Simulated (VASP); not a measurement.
# C (P2_1/m) in VASP: notebook

The runs below take C through single point, with PBE+D3(BJ).

All numbers are computed with VASP 6.6.1; they aren't measurements. Logs are shortened: lines on timing, memory, paths and dates and some standing lists are left out, and cuts for length are marked.

## 1. The cell of the first run

The structure is monoclinic, space group P2_1/m (No. 11). Conventional cell: a = 2.255 Å, b = 7.213 Å, c = 2.477 Å, α = 90.00°, β = 111.16°, γ = 90.00°. C (site symmetry m) has 3 C at 1.30 to 1.55 Å within 1.7 Å. Within 1.7 Å of C (site symmetry m) lie 3 C at 1.30 to 1.55 Å.

## 2. Single point, PBE+D3(BJ) (engineering shear strain xy -0.2000, normal strain along z +0.0700)

INCAR

```
  PREC = Accurate
  ENCUT = 520
  EDIFF = 1E-7
  ISMEAR = 0
  SIGMA = 0.15
  LREAL = False
  LASPH = True
  NELM = 100
  ALGO = Normal
  ISIF = 2
  LWAVE = False
  LCHARG = True
  GGA = PE
  IVDW = 12
  LELF = True
  LVHAR = True
  NBANDS = 16
```

KPOINTS

```
regular mesh
0
Gamma
  18 18 6
```

POSCAR

```
C
1.0
    2.4649495834     -0.2464949583      0.0000000000
   -1.4459456875      2.2579564375      0.0000000000
    0.0000000000      0.0000000000      7.2128991651
C
4
Direct
    0.0000000000      0.0000000000      0.0025000000
    0.0000000000      0.0000000000      0.5025000000
    0.3333333333      0.6666666667      0.0025000000
    0.6666666667      0.3333333333      0.5025000000
```

Potentials or basis: VASP PAW PBE potentials, release 64 (C).

Run with:

```bash
$ cat potpaw_PBE.64/C/POTCAR > POTCAR
$ mpirun -np 1 vasp_std > vasp.out
```

OUTCAR:

```text
PREC = Accurate
   ENCUT = 520
   EDIFF = 1E-7
   ISMEAR = 0
   LREAL = False
   LASPH = True
   NELM = 100
   ISIF = 2
   GGA = PE
   IVDW = 12
 IVDW          = 12

 ion  position               nearest neighbor table
   1  0.000  0.000  0.002-   3 1.30   3 1.43   3 1.55
   2  0.000  0.000  0.502-   4 1.30   4 1.43   4 1.55
   3  0.333  0.667  0.002-   1 1.30   1 1.43   1 1.55
   4  0.667  0.333  0.502-   2 1.30   2 1.43   2 1.55

  LATTYP: Found a simple monoclinic cell.
 ALAT       =     2.2548494899
 B/A-ratio  =     3.1988384135
 C/A-ratio  =     1.0986292804
 COS(beta)  =    -0.3609105083

  Lattice vectors:

 A1 = (   1.0190038959,   2.0114614792,   0.0000000000)
 A2 = (   0.0000000000,   0.0000000000,  -7.2128991651)
 A3 = (  -2.4649495834,   0.2464949583,   0.0000000000)

Analysis of symmetry for initial positions (statically):
=====================================================================
 Subroutine PRICEL returns:
 Original cell was already a primitive cell.

 Routine SETGRP: Setting up the symmetry group for a
 simple monoclinic supercell.

 Subroutine GETGRP returns: Found  4 space group operations
 (whereof  1 operations were pure point group operations)
 out of a pool of  4 trial point group operations.

The static configuration has the point symmetry C_1 .
 The point group associated with its full space group is C_2h.

Analysis of symmetry for dynamics (positions and initial velocities):
=====================================================================
 Subroutine PRICEL returns:
 Original cell was already a primitive cell.

 Routine SETGRP: Setting up the symmetry group for a
 simple monoclinic supercell.

 Subroutine GETGRP returns: Found  4 space group operations
 (whereof  1 operations were pure point group operations)
 out of a pool of  4 trial point group operations.

The dynamic configuration has the point symmetry C_1 .
 The point group associated with its full space group is C_2h.

 Subroutine INISYM returns: Found  4 space group operations
 (whereof  1 operations are pure point group operations),
 and found     1 'primitive' translations

----------------------------------------------------------------------------------------

                                     Primitive cell

  volume of cell :      37.5744

  direct lattice vectors                    reciprocal lattice vectors
     2.464949583 -0.246494958  0.000000000     0.433444654  0.277568432  0.000000000
    -1.445945688  2.257956437  0.000000000     0.047317973  0.473179731  0.000000000
     0.000000000  0.000000000  7.212899165     0.000000000  0.000000000  0.138640507

  length of vectors
     2.477243673  2.681254595  7.212899165     0.514702344  0.475539744  0.138640507

  position of ions in fractional coordinates (direct lattice)
     0.000000000  0.000000000  0.002500000
     0.000000000  0.000000000  0.502500000
     0.333333333  0.666666667  0.002500000
     0.666666667  0.333333333  0.502500000

  ion indices of the primitive-cell ions
   primitive index   ion index
                 1           1
                 2           2
                 3           3
                 4           4

----------------------------------------------------------------------------------------

 KPOINTS: regular mesh

Automatic generation of k-mesh.
 Grid dimensions read from file:
 generate k-points for:   18   18    6

 Generating k-lattice:

  Cartesian coordinates                     Fractional coordinates (reciprocal lattice)
     0.024080259  0.015420468  0.000000000     0.055555556  0.000000000  0.000000000
     0.002628776  0.026287763  0.000000000     0.000000000  0.055555556  0.000000000
     0.000000000  0.000000000  0.023106751     0.000000000  0.000000000  0.166666667

  Length of vectors
     0.028594575  0.026418875  0.023106751

  Shift w.r.t. Gamma in fractional coordinates (k-lattice)
     0.000000000  0.000000000  0.000000000

 Subroutine IBZKPT returns following result:
 ===========================================

 Found    656 irreducible k-points:

 Following reciprocal coordinates:
            Coordinates               Weight
  0.000000  0.000000  0.000000      1.000000
  0.055556  0.000000  0.000000      2.000000
  0.111111  0.000000  0.000000      2.000000
  0.166667 -0.000000  0.000000      2.000000
  0.222222 -0.000000  0.000000      2.000000
  0.277778  0.000000  0.000000      2.000000
[... 16 lines left out ...]
 -0.333333  0.055556  0.000000      2.000000
 -0.277778  0.055556  0.000000      2.000000
 [... further k-points ...]
   k-points           NKPTS =    656   k-points in BZ     NKDIM =    656   number of bands    NBANDS=     16
   number of dos      NEDOS =    301   number of ions     NIONS =      4
   total plane-waves  NPLWV =  19440
   dimension x,y,z NGX =    18 NGY =   20 NGZ =   54
   dimension x,y,z NGXF=    36 NGYF=   40 NGZF=  108
   ions per type =               4
   NGX,Y,Z   is equivalent  to a cutoff of  12.08, 12.40, 12.45 a.u.
   NGXF,Y,Z  is equivalent  to a cutoff of  24.16, 24.80, 24.89 a.u.
 SYSTEM =  unknown system
   PREC   = accura    normal or accurate (medium, high low for compatibility)
   ISTART =      0    job   : 0-new  1-cont  2-samecut
   ICHARG =      2    charge: 1-file 2-atom 10-const
   ISPIN  =      1    spin polarized calculation?
   LNONCOLLINEAR =      F non collinear calculations
   LSORBIT =      F    spin-orbit coupling
   LASPH  =      T    aspherical Exc in radial PAW
   ENCUT  =  520.0 eV  38.22 Ry    6.18 a.u.   4.61  4.99 13.41*2*pi/ulx,y,z
   NELM   =    100;   NELMIN=  2; NELMDL= -5     # of ELM steps
   EDIFF  = 0.1E-06   stopping-criterion for ELM
   LREAL  =      F    real-space projection
   EDIFFG = 0.1E-05   stopping-criterion for IOM
   NSW    =      0    number of steps for IOM
   IBRION =     -1    ionic relax: 0-MD 1-quasi-New 2-CG
   NFREE  =      0    steps in history (QN), initial steepest desc. (CG)
   ISIF   =      2    stress and relaxation
   ISYM   =      2    0-nonsym 1-usesym 2-fastsym
   POTIM  = 0.5000    time-step for ionic-motion
   TEBEG  =    0.0;   TEEND  =   0.0 temperature during run
   PSTRESS=    0.0 pullay stress
   NELECT =      16.0000    total number of electrons
   NUPDOWN=      -1.0000    fix difference up-down
   EMIN   =  10.00;   EMAX   =-10.00  energy-range for DOS
   EFERMI =   0.00;   METHOD = LEGACY
   ISMEAR =     0;   SIGMA  =   0.15  broadening in eV -4-tet -1-fermi 0-gaus
   EFERMI_NEDOS =   21; number of points for ismear=-14 and -15
   IALGO  =     38    algorithm
   IMIX   =      4    mixing-type and parameters
     AMIX     =   0.40;   BMIX     =  1.00
     AMIX_MAG =   1.60;   BMIX_MAG =  1.00
  volume/ion in A,a.u.               =       9.39        63.39
  Fermi-wavevector in a.u.,A,eV,Ry     =   1.231641  2.327465 20.639225  1.516940
  Thomas-Fermi vector in A             =   2.366443
   LORBIT       =      0    0 simple, 1 ext, 2 COOP (PROOUT), +10 PAW based schemes
   GGA     = PE    functional components
   LHFCALC =     F    Hartree Fock is set to
   AEXX    =    0.0000 exact exchange contribution
   IVDW    =    12    specifies the selected vdW correction
   LEPSILON=     F    determine dielectric tensor
   LRPA    =     F    only Hartree local field effects (RPA)
 non-spin polarized calculation
 Gauss-broadening in eV      SIGMA  =   0.15
  energy-cutoff  :      520.00
  volume of cell :       37.57
 maximum number of plane-waves:      1032
   NGX =  9   NGY =  9   NGZ = 27

 number of electron      16.0000000 magnetization

 Free energy of the ion-electron system (eV)
  ---------------------------------------------------
  ext. energy  EPLUGINS =         0.00000000
  ---------------------------------------------------
  free energy    TOTEN  =       -34.83592526 eV

  energy without entropy =      -34.83587856  energy(sigma->0) =      -34.83590191

 E-fermi :   4.4417     XC(G=0):  -9.8510

 val. band max:        4.2160861179   @ k =   0.3889   0.2222   0.0000
 cond. band min:       4.6892070835   @ k =   0.3889   0.2222   0.0000
 fundamental gap:      0.4731209657
 Fermi energy:         4.4416638199

 k-point     1 :       0.0000    0.0000    0.0000
  band No.  band energies     occupation
      1     -15.6307      2.00000
      2     -15.4679      2.00000
      3      -4.2117      2.00000
      4      -2.8905      2.00000
      5       0.4866      2.00000
      6       0.5047      2.00000
[... 8 lines left out ...]
     15      15.3664      0.00000
     16      15.5099      0.00000

 k-point     2 :       0.0556    0.0000    0.0000
  band No.  band energies     occupation
      1     -15.5436      2.00000
      2     -15.3819      2.00000
      3      -4.1033      2.00000
      4      -2.7870      2.00000
      5       0.3090      2.00000
      6       0.3260      2.00000
[... 8 lines left out ...]
     15      15.1082      0.00000
     16      15.3222      0.00000

 k-point     3 :       0.1111    0.0000    0.0000
  band No.  band energies     occupation
      1     -15.2830      2.00000
      2     -15.1242      2.00000
      3      -3.7791      2.00000
      4      -2.4774      2.00000
      5      -0.1837      2.00000
      6      -0.1667      2.00000
[... 8 lines left out ...]
     15      14.4216      0.00000
     16      14.8175      0.00000

 k-point     4 :       0.1667   -0.0000    0.0000
  band No.  band energies     occupation
      1     -14.8507      2.00000
      2     -14.6972      2.00000
      3      -3.2418      2.00000
      4      -1.9654      2.00000
      5      -0.8795      2.00000
      6      -0.8589      2.00000
[... 8 lines left out ...]
     15      14.3429      0.00000
     16      14.4117      0.00000

 k-point     5 :       0.2222   -0.0000    0.0000
  band No.  band energies     occupation
      1     -14.2503      2.00000
      2     -14.1038      2.00000
      3      -2.4965      2.00000
      4      -1.6401      2.00000
      5      -1.6141      2.00000
      6      -1.4984      2.00000
[... 8 lines left out ...]
     15      15.7190      0.00000
     16      15.7901      0.00000

 k-point     6 :       0.2778    0.0000    0.0000
  band No.  band energies     occupation
      1     -13.4874      2.00000
      2     -13.3497      2.00000
      3      -2.9116      2.00000
      4      -2.8827      2.00000
      5      -2.3500      2.00000
      6      -2.3236      2.00000
[... 8 lines left out ...]
     15      17.4100      0.00000
     16      17.5622      0.00000
[... 267 lines left out ...]
 k-point    21 :      -0.4444    0.0556    0.0000
  band No.  band energies     occupation
      1     -11.0224      2.00000
      2     -10.9173      2.00000
      3      -6.4089      2.00000
      4      -6.3406      2.00000
      5      -3.8781      2.00000
      6      -3.8414      2.00000
[... 8 lines left out ...]
     15      18.5398      0.00000
     16      19.4582      0.00000

 k-point    22 :      -0.3889    0.0556    0.0000
  band No.  band energies     occupation
      1     -12.1162      2.00000
      2     -11.9961      2.00000
      3      -4.9022      2.00000
      4      -4.8486      2.00000
      5      -3.5882      2.00000
      6      -3.5503      2.00000
[... 8 lines left out ...]
     15      19.4038      0.00000
     16      20.2149      0.00000

 k-point    23 :      -0.3333    0.0556    0.0000
  band No.  band energies     occupation
      1     -13.0861      2.00000
      2     -12.9540      2.00000
      3      -3.4667      2.00000
      4      -3.4443      2.00000
      5      -3.0203      2.00000
      6      -2.9946      2.00000
[... 8 lines left out ...]
     15      19.1124      0.00000
     16      19.3485      0.00000

 k-point    24 :      -0.2778    0.0556    0.0000
  band No.  band energies     occupation
      1     -13.9100      2.00000
      2     -13.7680      2.00000
      3      -2.6519      2.00000
      4      -2.6236      2.00000
      5      -2.0755      2.00000
      6      -1.7542      2.00000
[... 8 lines left out ...]
     15      17.2961      0.00000
     16      17.3872      0.00000

 [... further k-points ...]

------------------------ aborting loop because EDIFF is reached ----------------------------------------

 Edisp (eV)   -0.53974

 E8    (eV) :    -0.1517

  FORCE on cell =-STRESS in cart. coord.  units (eV):
  Direction    XX          YY          ZZ          XY          YZ          ZX
  --------------------------------------------------------------------------------------
  -------------------------------------------------------------------------------------
  Total       5.53957     5.42792    -0.32173    20.55965     0.00000     0.00000
  in kB     236.20810   231.44732   -13.71874   876.66684     0.00000     0.00000
  external pressure =      151.31 kB  Pullay stress =        0.00 kB

 VOLUME and BASIS-vectors are now :
 -----------------------------------------------------------------------------
  energy-cutoff  :      520.00
  volume of cell :       37.57
      direct lattice vectors                 reciprocal lattice vectors
     2.464949583 -0.246494958  0.000000000     0.433444654  0.277568432  0.000000000
    -1.445945688  2.257956437  0.000000000     0.047317973  0.473179731  0.000000000
     0.000000000  0.000000000  7.212899165     0.000000000  0.000000000  0.138640507

 POSITION                                       TOTAL-FORCE (eV/Angst)
 -----------------------------------------------------------------------------------
      0.00000      0.00000      0.01803         2.636660      1.188064      0.000000
      0.00000      0.00000      3.62448        -2.636660     -1.188064      0.000000
     -0.14231      1.42314      0.01803        -2.645493     -1.189852      0.000000
      1.16132      0.58832      3.62448         2.645493      1.189852      0.000000
 -----------------------------------------------------------------------------------
    total drift:                               -0.000000     -0.000000     -0.000019

  FREE ENERGIE OF THE ION-ELECTRON SYSTEM (eV)
  ---------------------------------------------------
  free  energy   TOTEN  =       -35.3756685084 eV

  energy  without entropy=      -35.3756218020  energy(sigma->0) =      -35.37564516
```

It took 3.6 min on 1 thread of AMD EPYC 7R13 (Zen 3), shared host; peak memory 0.35 GiB.

Results:

```
Free energy                : -35.3757 eV
Pressure                   : 15.1 GPa
Largest force              : 2.901 eV/Å
Dispersion energy per atom : -0.135 eV
```

Forces in eV/Å, atoms in the order of the input:
```
C    2.637  1.188  0.000
C   -2.637 -1.188  0.000
C   -2.645 -1.190  0.000
C    2.645  1.190  0.000
```

Caveat: the cell differs from its parent crystal (engineering shear strain xy -0.2000, normal strain along z +0.0700); the cell stands under pressure; forces of over 1 eV/Å act on the atoms, so gaps and moduli don't describe the material at rest.

(Part 1 of 2 ends here.)
